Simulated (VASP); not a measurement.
Here is a VASP 6.6.1 calculation.

INCAR

```
SYSTEM = TiSi16
ALGO = Normal
EDIFF = 1E-7
ENCUT = 520
GGA = PS
ISIF = 2
ISMEAR = 0
LASPH = .TRUE.
LCHARG = .FALSE.
LREAL = Auto
LWAVE = .FALSE.
NBANDS = 52
NELM = 80
PREC = Accurate
SIGMA = 0.05
```

File KPOINTS:

```
k-points
0
G
  2 2 2
  0 0 0
```

POSCAR

```
TiSi16
1.0
    0.0000000000      5.4300000000      5.4300000000
    5.4300000000      0.0000000000      5.4300000000
    5.4300000000      5.4300000000      0.0000000000
Si Ti
16 1
Direct
    0.0025674033      0.0032068140     -0.0089257827
    0.1264838858      0.1271816759      0.1133483425
    0.0060518416      0.0067901473      0.4870396869
    0.1259459484      0.1266415285      0.6208199816
    0.0071677716      0.5006511971     -0.0084254144
    0.1264737569      0.6330417127      0.1133441068
    0.0060323204      0.5001709945      0.4870361878
    0.1407322284      0.6244443831      0.6104246777
    0.4999587477      0.0079523020     -0.0084766114
    0.6323954880      0.1271325046      0.1133706262
    0.4994931860      0.0067272560      0.4870624309
    0.6237418969      0.1415306630      0.6103835175
    0.4999462247      0.5005979742     -0.0084837937
    0.6249333333      0.6257036832      0.1236782689
    0.5040430018      0.5048656538      0.4862159300
    0.6237186924      0.6243663904      0.6103814917
    0.7535601289      0.7543166667      0.7378174033
```

Potentials or basis: VASP PAW PBE potentials, release 64 (Si, Ti_sv).

Command:

```bash
$ cat potpaw_PBE.64/Si/POTCAR potpaw_PBE.64/Ti_sv/POTCAR > POTCAR
$ mpirun -np 1 vasp_std > vasp.out
```

(1) Predict the band gap on the k mesh.

(2) What does it give for the largest force?

(3) Estimate the pressure.

Results:

(1) zero (bands 38 and 39 overlap by 0.40 eV).

(2) 0.032 eV/Å.

(3) 2.1 GPa.

Caveat: the k points lie up to 0.50 Å⁻¹ apart; the PAW data sets were made with another functional, which shifts forces and pressure a little.
